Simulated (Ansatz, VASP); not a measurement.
# InSb in VASP and in Ansatz

```
In Sb
1.0
     0.00000    3.27149    3.23910
     3.27149    0.00000    3.23910
     3.27149    3.27149    0.00000
In Sb
1 1
Cartesian
  0.0000 0.0000 0.0000
  4.9072 4.9072 4.8586
```

Change from the starting cell: equal xx and yy strain of +1 %, crystal datasets.

Alike in both runs: task electric field gradients; functional LDA; k mesh 10 × 10 × 10; occupations fermi-dirac, width 0.03 eV; no spin polarisation.

```csv
,VASP,Ansatz
version,VASP 6.6.1,Ansatz 0.2.0
potentials or method,"VASP PAW LDA potentials, release 64 (In_d, Sb), cutoff 520 eV","all-electron PAW with datasets made for the crystal, scalar-relativistic"
```

```csv
,VASP,Ansatz,Ansatz less VASP
pressure (GPa),-1.3,-1.4,-0.06
"traceless stress, the component that is largest in VASP (GPa)",0.19,0.19,0.000
size of Vzz on the site where it differs most (V/Å²),1.9,2.1,+0.16
```

LDA's correlation is that of Perdew and Zunger in VASP and of Perdew and Wang (1992) in Ansatz. Ansatz ran all-electron here, and VASP with PAW potentials.

Neither program's run includes spin-orbit coupling.
